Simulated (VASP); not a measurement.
Crystal: Se.

```
CELL_PARAMETERS angstrom
2.85000 0.00000 0.00000
0.00000 2.85000 0.00000
0.00000 0.00000 2.85000
ATOMIC_POSITIONS crystal
Se 0.00000 0.00000 0.00000
```

This isn't the form of Se at room conditions, which is trigonal, of chains.

| Property | Result |
| --- | --- |
| Program | VASP 6.6.1 |
| Task | relaxation of cell and atoms |
| Functional | r2SCAN |
| Potentials or basis | VASP PAW PBE potentials, release 64 (Se) |
| Cutoff | 600 eV |
| k mesh | 8 × 8 × 8 |
| Occupations | fermi-dirac, width 0.02 eV |
| Spin | no spin polarisation |

At the start: pressure -2.3 GPa; volume 23.15 Å³/atom.

Question: How do energy, volume and symmetry change on relaxing?

Answer: Over 3 steps the energy falls by 5.3 meV/atom and the volume is 22.43 Å³/atom (-3.1 %); space group Pm-3m (No. 221, to 0.1 Å) before and after.

The path:
```csv
step,energy change (eV),largest force (eV/Å),pressure (GPa),volume (Å³)
1,0.0000,0.0000,-2.29,23.15
2,-0.0037,0.0000,1.40,22.06
3,-0.0053,0.0000,0.01,22.43
```

Final structure:
```cif
data_structure
_symmetry_space_group_name_H-M 'P 1'
_symmetry_Int_Tables_number 1
_cell_length_a 2.8203
_cell_length_b 2.8203
_cell_length_c 2.8203
_cell_angle_alpha 90.000
_cell_angle_beta 90.000
_cell_angle_gamma 90.000
_cell_volume 22.43
loop_
_atom_site_label
_atom_site_type_symbol
_atom_site_fract_x
_atom_site_fract_y
_atom_site_fract_z
_atom_site_occupancy
Se1 Se 0.00000 0.00000 0.00000 1
```

Caveat: the PAW data sets were made with another functional, which shifts forces and pressure a little.
